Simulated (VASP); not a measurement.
# HfO2 (Fm-3m) in VASP: further runs

HfO2 is run at these levels: PBEsol+D3(BJ); tasks: single point.

Everything below comes from runs of VASP 6.6.1. Logs are shortened: lines on timing, memory, paths and dates and some standing lists are left out, and cuts for length are marked.

**1. The cell of the first run**

Symmetry: Fm-3m, No. 225, cubic system. The conventional cell has a = 5.081 Å, b = 5.081 Å, c = 5.081 Å, α = 90.00°, β = 90.00°, γ = 90.00°. Within 2.9 Å of Hf (site symmetry m-3m) lie 8 O at 2.20 Å. O (site symmetry -43m) has 4 Hf at 2.20 Å and 6 O at 2.54 Å within 2.9 Å.

**2. Single point, PBEsol+D3(BJ), collinear spin, zero start (volume scaled by 0.98)**

The input, INCAR:

```
SYSTEM = HfO2
ALGO = Normal
EDIFF = 1E-7
ENCUT = 520
GGA = PS
ISIF = 2
ISMEAR = -1
ISPIN = 2
IVDW = 12
LASPH = .TRUE.
LCHARG = .FALSE.
LMAXMIX = 4
LORBIT = 11
LREAL = .FALSE.
LWAVE = .FALSE.
MAGMOM = 0 0 0
NBANDS = 22
NELM = 150
NUPDOWN = 0.0
PREC = Accurate
SIGMA = 0.05
```

The input, KPOINTS:

```
k-points
0
G
  9 9 9
  0 0 0
```

The input, POSCAR:

```
HfO2
1.0
    0.0000000000      2.5403350533      2.5403350533
    2.5403350533      0.0000000000      2.5403350533
    2.5403350533      2.5403350533      0.0000000000
Hf O
1 2
Direct
    0.0000000000      0.0000000000      0.0000000000
    0.7500000000      0.7500000000      0.7500000000
    0.2500000000      0.2500000000      0.2500000000
```

Potentials or basis: VASP PAW PBE potentials, release 64 (Hf_pv, O).

Launch:

```sh
$ cat potpaw_PBE.64/Hf_pv/POTCAR potpaw_PBE.64/O/POTCAR > POTCAR
$ mpirun -np 1 vasp_std > vasp.out
```

OUTCAR:

```text
SYSTEM = HfO2
   EDIFF = 1E-7
   ENCUT = 520
   GGA = PS
   ISIF = 2
   ISMEAR = -1
   ISPIN = 2
   IVDW = 12
   LASPH = .TRUE.
   LORBIT = 11
   LREAL = .FALSE.
   NELM = 150
   NUPDOWN = 0.0
   PREC = Accurate
 IVDW          = 12

 ion  position               nearest neighbor table
   1  0.000  0.000  0.000-   2 2.20   2 2.20   2 2.20   2 2.20   3 2.20   3 2.20   3 2.20   3 2.20

   2  0.750  0.750  0.750-   1 2.20   1 2.20   1 2.20   1 2.20
   3  0.250  0.250  0.250-   1 2.20   1 2.20   1 2.20   1 2.20

  LATTYP: Found a face centered cubic cell.
 ALAT       =     5.0806701066

  Lattice vectors:

 A1 = (   0.0000000000,   2.5403350533,   2.5403350533)
 A2 = (   2.5403350533,   0.0000000000,   2.5403350533)
 A3 = (   2.5403350533,   2.5403350533,   0.0000000000)

Analysis of symmetry for initial positions (statically):
=====================================================================
 Subroutine PRICEL returns:
 Original cell was already a primitive cell.

 Routine SETGRP: Setting up the symmetry group for a
 face centered cubic supercell.

 Subroutine GETGRP returns: Found 48 space group operations
[... 9 lines left out ...]

 Routine SETGRP: Setting up the symmetry group for a
 face centered cubic supercell.

 Subroutine GETGRP returns: Found 48 space group operations
 (whereof 48 operations were pure point group operations)
 out of a pool of 48 trial point group operations.

The dynamic configuration has the point symmetry O_h .

Analysis of structural, dynamic, and magnetic symmetry:
=====================================================================
 Subroutine PRICEL returns:
 Original cell was already a primitive cell.

 Routine SETGRP: Setting up the symmetry group for a
 face centered cubic supercell.

 Subroutine GETGRP returns: Found 48 space group operations
 (whereof 48 operations were pure point group operations)
 out of a pool of 48 trial point group operations.

The overall configuration has the point symmetry O_h .

 Subroutine INISYM returns: Found 48 space group operations
[... 5 lines left out ...]
                                     Primitive cell

  volume of cell :      32.7871

  direct lattice vectors                    reciprocal lattice vectors
     0.000000000  2.540335053  2.540335053    -0.196824430  0.196824430  0.196824430
     2.540335053  0.000000000  2.540335053     0.196824430 -0.196824430  0.196824430
     2.540335053  2.540335053  0.000000000     0.196824430  0.196824430 -0.196824430

  length of vectors
     3.592576285  3.592576285  3.592576285     0.340909914  0.340909914  0.340909914

  position of ions in fractional coordinates (direct lattice)
     0.000000000  0.000000000  0.000000000
     0.750000000  0.750000000  0.750000000
     0.250000000  0.250000000  0.250000000

  ion indices of the primitive-cell ions
   primitive index   ion index
                 1           1
                 2           2
                 3           3

----------------------------------------------------------------------------------------

 KPOINTS: k-points

Automatic generation of k-mesh.
 Grid dimensions read from file:
 generate k-points for:    9    9    9

 Generating k-lattice:

  Cartesian coordinates                     Fractional coordinates (reciprocal lattice)
    -0.021869381  0.021869381  0.021869381     0.111111111  0.000000000  0.000000000
     0.021869381 -0.021869381  0.021869381     0.000000000  0.111111111  0.000000000
     0.021869381  0.021869381 -0.021869381     0.000000000  0.000000000  0.111111111

  Length of vectors
     0.037878879  0.037878879  0.037878879

  Shift w.r.t. Gamma in fractional coordinates (k-lattice)
     0.000000000  0.000000000  0.000000000

 Subroutine IBZKPT returns following result:
 ===========================================

 Found     35 irreducible k-points:

 Following reciprocal coordinates:
            Coordinates               Weight
  0.000000  0.000000  0.000000      1.000000
  0.111111  0.000000  0.000000      8.000000
  0.222222  0.000000  0.000000      8.000000
  0.333333  0.000000  0.000000      8.000000
  0.444444  0.000000  0.000000      8.000000
  0.111111  0.111111  0.000000      6.000000
[... 16 lines left out ...]
 -0.333333  0.333333  0.000000     12.000000
  0.444444  0.444444  0.000000      6.000000
 [... further k-points ...]
   k-points           NKPTS =     35   k-points in BZ     NKDIM =     35   number of bands    NBANDS=     22
   number of dos      NEDOS =    301   number of ions     NIONS =      3
   total plane-waves  NPLWV =  21952
   dimension x,y,z NGX =    28 NGY =   28 NGZ =   28
   dimension x,y,z NGXF=    56 NGYF=   56 NGZF=   56
   ions per type =               1   2
   NGX,Y,Z   is equivalent  to a cutoff of  12.96, 12.96, 12.96 a.u.
   NGXF,Y,Z  is equivalent  to a cutoff of  25.91, 25.91, 25.91 a.u.
 SYSTEM =  HfO2
   PREC   = accura    normal or accurate (medium, high low for compatibility)
   ISTART =      0    job   : 0-new  1-cont  2-samecut
   ICHARG =      2    charge: 1-file 2-atom 10-const
   ISPIN  =      2    spin polarized calculation?
   LNONCOLLINEAR =      F non collinear calculations
   LSORBIT =      F    spin-orbit coupling
   LASPH  =      T    aspherical Exc in radial PAW
   ENCUT  =  520.0 eV  38.22 Ry    6.18 a.u.   6.68  6.68  6.68*2*pi/ulx,y,z
   NELM   =    150;   NELMIN=  2; NELMDL= -5     # of ELM steps
   EDIFF  = 0.1E-06   stopping-criterion for ELM
   LREAL  =      F    real-space projection
   EDIFFG = 0.1E-05   stopping-criterion for IOM
   NSW    =      0    number of steps for IOM
   IBRION =     -1    ionic relax: 0-MD 1-quasi-New 2-CG
   NFREE  =      0    steps in history (QN), initial steepest desc. (CG)
   ISIF   =      2    stress and relaxation
   ISYM   =      2    0-nonsym 1-usesym 2-fastsym
   POTIM  = 0.5000    time-step for ionic-motion
   TEBEG  =    0.0;   TEEND  =   0.0 temperature during run
   PSTRESS=    0.0 pullay stress
   NELECT =      22.0000    total number of electrons
   NUPDOWN=       0.0000    fix difference up-down
   EMIN   =  10.00;   EMAX   =-10.00  energy-range for DOS
   EFERMI =   0.00;   METHOD = LEGACY
   ISMEAR =    -1;   SIGMA  =   0.05  broadening in eV -4-tet -1-fermi 0-gaus
   EFERMI_NEDOS =   21; number of points for ismear=-14 and -15
   IALGO  =     38    algorithm
   IMIX   =      4    mixing-type and parameters
     AMIX     =   0.40;   BMIX     =  1.00
     AMIX_MAG =   1.60;   BMIX_MAG =  1.00
  volume/ion in A,a.u.               =      10.93        73.75
  Fermi-wavevector in a.u.,A,eV,Ry     =   1.433226  2.708405 27.948233  2.054137
  Thomas-Fermi vector in A             =   2.552767
   LORBIT       =     11    0 simple, 1 ext, 2 COOP (PROOUT), +10 PAW based schemes
   GGA     = PS    functional components
   LHFCALC =     F    Hartree Fock is set to
   AEXX    =    0.0000 exact exchange contribution
   IVDW    =    12    specifies the selected vdW correction
   LEPSILON=     F    determine dielectric tensor
   LRPA    =     F    only Hartree local field effects (RPA)
 spin polarized calculation
  energy-cutoff  :      520.00
  volume of cell :       32.79
 maximum number of plane-waves:       899
   NGX = 13   NGY = 13   NGZ = 13

 number of electron      21.9999991 magnetization      -0.0000000

 number of electron      21.9999991 magnetization       0.0000000

 Free energy of the ion-electron system (eV)
  ---------------------------------------------------
  ext. energy  EPLUGINS =         0.00000000
  ---------------------------------------------------
  free energy    TOTEN  =       -31.60497840 eV

  energy without entropy =      -31.60497840  energy(sigma->0) =      -31.60497840

 E-fermi :   5.1718     XC(G=0): -12.0710

 val. band max:        4.0255061111   @ k =  -0.4444   0.4444   0.0000
 cond. band min:       7.7929684414   @ k =   0.4444   0.4444   0.0000
 fundamental gap:      3.7674623303
 Fermi energy:         5.1718395122

 spin component 1

 k-point     1 :       0.0000    0.0000    0.0000
  band No.  band energies     occupation
      1     -25.5772      1.00000
      2     -25.5772      1.00000
      3     -25.5772      1.00000
      4     -14.5709      1.00000
      5     -11.5033      1.00000
      6      -1.2844      1.00000
[... 14 lines left out ...]
     21      18.0099      0.00000
     22      24.7134      0.00000

 k-point     2 :       0.1111    0.0000    0.0000
  band No.  band energies     occupation
      1     -25.6306      1.00000
      2     -25.5830      1.00000
      3     -25.5830      1.00000
      4     -14.4040      1.00000
      5     -11.6417      1.00000
      6      -1.1646      1.00000
[... 14 lines left out ...]
     21      18.4402      0.00000
     22      25.8437      0.00000

 k-point     3 :       0.2222    0.0000    0.0000
  band No.  band energies     occupation
      1     -25.7615      1.00000
      2     -25.5977      1.00000
      3     -25.5977      1.00000
      4     -13.9855      1.00000
      5     -11.9463      1.00000
      6      -0.8546      1.00000
[... 14 lines left out ...]
     21      19.5956      0.00000
     22      27.0221      0.00000
[... 476 lines left out ...]
 k-point    23 :      -0.3333    0.3333    0.0000
  band No.  band energies     occupation
      1     -25.8805      1.00000
      2     -25.8526      1.00000
      3     -25.6604      1.00000
      4     -12.7823      1.00000
      5     -12.4980      1.00000
      6      -1.3780      1.00000
[... 14 lines left out ...]
     21      23.1380      0.00000
     22      23.8906      0.00000

 k-point    24 :       0.4444    0.4444    0.0000
  band No.  band energies     occupation
      1     -26.0162      1.00000
      2     -25.6959      1.00000
      3     -25.6959      1.00000
      4     -12.7670      1.00000
      5     -12.4733      1.00000
      6      -2.3098      1.00000
[... 14 lines left out ...]
     21      21.0761      0.00000
     22      21.0761      0.00000

 [... further k-points ...]

 spin component 2

 k-point     1 :       0.0000    0.0000    0.0000
  band No.  band energies     occupation
      1     -25.5772      1.00000
      2     -25.5772      1.00000
      3     -25.5772      1.00000
      4     -14.5709      1.00000
      5     -11.5033      1.00000
      6      -1.2844      1.00000
[... 14 lines left out ...]
     21      18.0099      0.00000
     22      24.7134      0.00000

 k-point     2 :       0.1111    0.0000    0.0000
  band No.  band energies     occupation
      1     -25.6306      1.00000
      2     -25.5830      1.00000
      3     -25.5830      1.00000
      4     -14.4040      1.00000
      5     -11.6417      1.00000
      6      -1.1646      1.00000
[... 14 lines left out ...]
     21      18.4402      0.00000
     22      25.8437      0.00000

 k-point     3 :       0.2222    0.0000    0.0000
  band No.  band energies     occupation
      1     -25.7615      1.00000
      2     -25.5977      1.00000
      3     -25.5977      1.00000
      4     -13.9855      1.00000
      5     -11.9463      1.00000
      6      -0.8546      1.00000
[... 14 lines left out ...]
     21      19.5956      0.00000
     22      27.0221      0.00000
[... 476 lines left out ...]
 k-point    23 :      -0.3333    0.3333    0.0000
  band No.  band energies     occupation
      1     -25.8805      1.00000
      2     -25.8526      1.00000
      3     -25.6604      1.00000
      4     -12.7823      1.00000
      5     -12.4980      1.00000
      6      -1.3780      1.00000
[... 14 lines left out ...]
     21      23.1380      0.00000
     22      23.8919      0.00000

 k-point    24 :       0.4444    0.4444    0.0000
  band No.  band energies     occupation
      1     -26.0162      1.00000
      2     -25.6959      1.00000
      3     -25.6959      1.00000
      4     -12.7670      1.00000
      5     -12.4733      1.00000
      6      -2.3098      1.00000
[... 14 lines left out ...]
     21      21.0761      0.00000
     22      21.0761      0.00000

 [... further k-points ...]

------------------------ aborting loop because EDIFF is reached ----------------------------------------

 Edisp (eV)   -0.67631

 E8    (eV) :    -0.4553

  FORCE on cell =-STRESS in cart. coord.  units (eV):
  Direction    XX          YY          ZZ          XY          YZ          ZX
  --------------------------------------------------------------------------------------
  -------------------------------------------------------------------------------------
  Total      -2.53731    -2.53731    -2.53731     0.00000     0.00000     0.00000
  in kB    -123.98819  -123.98819  -123.98819     0.00000     0.00000     0.00000
  external pressure =     -123.99 kB  Pullay stress =        0.00 kB

 VOLUME and BASIS-vectors are now :
 -----------------------------------------------------------------------------
  energy-cutoff  :      520.00
  volume of cell :       32.79
      direct lattice vectors                 reciprocal lattice vectors
     0.000000000  2.540335053  2.540335053    -0.196824430  0.196824430  0.196824430
     2.540335053  0.000000000  2.540335053     0.196824430 -0.196824430  0.196824430
     2.540335053  2.540335053  0.000000000     0.196824430  0.196824430 -0.196824430

 POSITION                                       TOTAL-FORCE (eV/Angst)
 -----------------------------------------------------------------------------------
      0.00000      0.00000      0.00000         0.000000      0.000000      0.000000
      3.81050      3.81050      3.81050         0.000000      0.000000      0.000000
      1.27017      1.27017      1.27017        -0.000000     -0.000000     -0.000000
 -----------------------------------------------------------------------------------
    total drift:                                0.000000      0.000000      0.000000

  FREE ENERGIE OF THE ION-ELECTRON SYSTEM (eV)
  ---------------------------------------------------
  free  energy   TOTEN  =       -32.2812891076 eV

  energy  without entropy=      -32.2812891076  energy(sigma->0) =      -32.28128911

 total charge

# of ion       s       p       d       tot
------------------------------------------
    1        0.294   6.574   1.369   8.238
    2        1.555   3.527   0.000   5.082
    3        1.555   3.527   0.000   5.082
--------------------------------------------------
tot          3.405  13.628   1.369  18.402

 magnetization (x)

# of ion       s       p       d       tot
------------------------------------------
    1        0.000  -0.000   0.000   0.000
    2       -0.000  -0.000   0.000  -0.000
    3       -0.000  -0.000   0.000  -0.000
--------------------------------------------------
tot         -0.000  -0.000   0.000  -0.000
```

Wall time 2.2 min (1 thread of Intel Xeon 8259CL, shared host); peak memory 0.21 GiB.

Results:

* Free energy: -32.2813 eV
* Pressure: -12.4 GPa
* Net moment: 0.00 μB per cell
* Valence electrons inside the program's atomic spheres: Hf 8.24; O 5.08
* Dispersion energy per atom: -0.225 eV

Caveat: the cell differs from its parent crystal (volume scaled by 0.98); three body term missing; the PAW data sets were made with another functional, which shifts forces and pressure a little; spin-orbit coupling is left out, which moves the levels of the heavy elements; the total moment is fixed, so each spin has its own Fermi level.

**3. Single point, PBEsol+D3(BJ), collinear spin, zero start**

This run uses another cell than the first one, of 11.15 Å³/atom, 1.020 times its volume.

The input, INCAR:

```
ALGO = Normal ; EDIFF = 1E-6
ENCUT = 520 ; GGA = PS
ISIF = 2 ; ISMEAR = -1
ISPIN = 2 ; IVDW = 12
LASPH = True ; LCHARG = False
LMAXMIX = 4 ; LORBIT = 11
LREAL = False ; LWAVE = False
MAGMOM = 0 0 0 ; NBANDS = 22
NELM = 150 ; NUPDOWN = 0.0
PREC = Accurate ; SIGMA = 0.05
```

The input, KPOINTS:

```
k-points
0
Gamma
  9 9 9
```

The input, POSCAR:

```
HfO2
1.0
    0.0000000000      2.5575000000      2.5575000000
    2.5575000000      0.0000000000      2.5575000000
    2.5575000000      2.5575000000      0.0000000000
Hf O
1 2
Direct
    0.0000000000      0.0000000000      0.0000000000
    0.7500000000      0.7500000000      0.7500000000
    0.2500000000      0.2500000000      0.2500000000
```

Potentials or basis: VASP PAW PBE potentials, release 64 (Hf_pv, O).

Launch:

```sh
$ cat potpaw_PBE.64/Hf_pv/POTCAR potpaw_PBE.64/O/POTCAR > POTCAR
$ mpirun -np 1 vasp_std > vasp.out
```

Wall time 1.8 min (1 thread of Intel Xeon 8259CL, shared host); peak memory 0.21 GiB.

It converged, with:

```yaml
Free_energy: -32.2212 eV
Pressure: -16.8 GPa
Net_moment: 0.00 μB per cell
Valence_electrons_inside_the_program's_atomic_spheres: Hf 8.18; O 5.07
Dispersion_energy_per_atom: -0.221 eV
```

Caveat: three body term missing; the PAW data sets were made with another functional, which shifts forces and pressure a little; spin-orbit coupling is left out, which moves the levels of the heavy elements; the total moment is fixed, so each spin has its own Fermi level.

(Continued in part 2 of 2.)
